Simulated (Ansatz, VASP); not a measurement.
KGaRe3 in VASP and in Ansatz

Contents of INCAR:

```
SYSTEM = KGaRe3
PREC = Accurate
ENCUT = 520
EDIFF = 1E-6
ISMEAR = 0
SIGMA = 0.1
LREAL = .False.
LASPH = .True.
NELM = 100
ALGO = Normal
ISIF = 2
LWAVE = .False.
LCHARG = .True.
GGA = PE
LELF = .True.
LVHAR = .True.
NBANDS = 30
```

File KPOINTS:

```
regular mesh
0
Gamma
  4 4 4
  0 0 0
```

Contents of POSCAR:

```
KGaRe3
1.0
    4.6380913000      0.0000000000      0.0000000000
    0.0000000000      4.6380913000      0.0000000000
    0.0000000000      0.0000000000      4.6380913000
K Ga Re
1 1 3
Direct
    0.0000000000      0.0000000000      0.0000000000
    0.5000000000      0.5000000000      0.5000000000
    0.0000000000      0.5000000000      0.5000000000
    0.5000000000      0.0000000000      0.5000000000
    0.5000000000      0.5000000000      0.0000000000
```

Input for Ansatz:

```yaml
crystal:
  lattice:
    - [4.6380913, 0.0, 0.0]
    - [0.0, 4.6380913, 0.0]
    - [0.0, 0.0, 4.6380913]
  atoms:
    - { symbol: K, position: [0.0, 0.0, 0.0] }
    - { symbol: Ga, position: [0.5, 0.5, 0.5] }
    - { symbol: Re, position: [0.0, 0.5, 0.5] }
    - { symbol: Re, position: [0.5, 0.0, 0.5] }
    - { symbol: Re, position: [0.5, 0.5, 0.0] }
basis:
  ecutwfc: 420
kpoints:
  mp_grid: { grid: [4, 4, 4] }
hamiltonian:
  xc: pbe
scf:
  occupations: { method: gaussian, width: 0.1 }
  lower_state_search: "off"
output:
  forces: true
  stress: true
  eigenvalues: true
```

Change from the starting cell: species swapped into the CeBRh3 type (Pm-3m, No. 221).

Alike in both runs: task single point; functional PBE; k mesh 4 × 4 × 4; occupations gaussian, width 0.1 eV; no spin polarisation.

```csv
,VASP,Ansatz
version,VASP 6.6.1,Ansatz 0.2.0
potentials or method,"VASP PAW PBE potentials, release 64 (K_sv, Ga_d, Re), cutoff 520 eV","scalar-relativistic, plane waves, PAW"
valence electrons in the cell,43,67
```

Ansatz gave:

```
gap on the k mesh at the Fermi level (eV) : none
pressure (GPa)                            : 5.4
```

Which values does VASP return?

gap on the k mesh at the Fermi level (eV): none; pressure (GPa): 5.5.

A gap of «none» marks a metal or a gap that the smearing closes. VASP's potentials hold 43 valence electrons a cell and Ansatz's 67, so a difference there can come from the potentials and not from the codes.

Neither program's run includes spin-orbit coupling.
